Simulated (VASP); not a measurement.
A run of VASP 6.6.1 is set up as follows.

File INCAR:

```
SYSTEM = Sc
  PREC = Accurate
  ENCUT = 520
  EDIFF = 1E-6
  ISMEAR = -1
  SIGMA = 0.1
  LREAL = .FALSE.
  LASPH = .TRUE.
  NELM = 100
  ALGO = Normal
  ISIF = 2
  LWAVE = .FALSE.
  LCHARG = .FALSE.
  GGA = CA
  NBANDS = 12
```

KPOINTS

```
Automatic mesh
0
G
  16 16 16
  0 0 0
```

Contents of POSCAR:

```
Sc
1.0
   -1.7126570131      1.7126570131      1.7126570131
    1.7126570131     -1.7126570131      1.7126570131
    1.7126570131      1.7126570131     -1.7126570131
Sc
1
Direct
    0.0000000000      0.0000000000      0.0000000000
```

Potentials or basis: VASP PAW LDA potentials, release 64 (Sc_sv).

The run is started by

```sh
$ cat potpaw_LDA.64/Sc_sv/POTCAR > POTCAR
$ mpirun -np 1 vasp_std > vasp.out
```

(1) Estimate the band gap on the k mesh.

(2) Predict the pressure.

Results:

(1) zero (an odd number of electrons rules out a gap without spin polarisation).

(2) 8.9 GPa.

Caveat: the cell stands under pressure.
